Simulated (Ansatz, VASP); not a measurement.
Two plane-wave programs on Pt

```xyz
1
Lattice="0.0000 1.9609 1.9609 1.9609 0.0000 1.9609 1.9609 1.9609 0.0000" Properties=species:S:1:pos:R:3 pbc="T T T"
Pt    0.0000    0.0000    0.0000
```

Alike in both runs: task single point; functional RPBE; k mesh 8 × 8 × 8; occupations gaussian, width 0.1 eV; no spin polarisation.

|  | VASP | Ansatz |
| --- | --- | --- |
| version | VASP 6.6.1 | Ansatz 0.2.0 |
| potentials or method | VASP PAW PBE potentials, release 64 (Pt), cutoff 500 eV | scalar-relativistic, plane waves, PAW |
| valence electrons in the cell | 10 | 18 |

VASP gave:

| Property | Result |
| --- | --- |
| gap on the k mesh at the Fermi level (eV) | none |
| pressure (GPa) | 13.1 |

Problem. Which values does Ansatz return?

Solution. gap on the k mesh at the Fermi level (eV): none; pressure (GPa): 13.7.

VASP's potentials were made for PBE, not for RPBE. A gap of «none» marks a metal or a gap that the smearing closes. With one functional, cell and mesh, what is left measures potentials, basis and numerics. VASP's potentials hold 10 valence electrons a cell and Ansatz's 18, so a difference there can come from the potentials and not from the codes.

Spin-orbit coupling is off throughout.
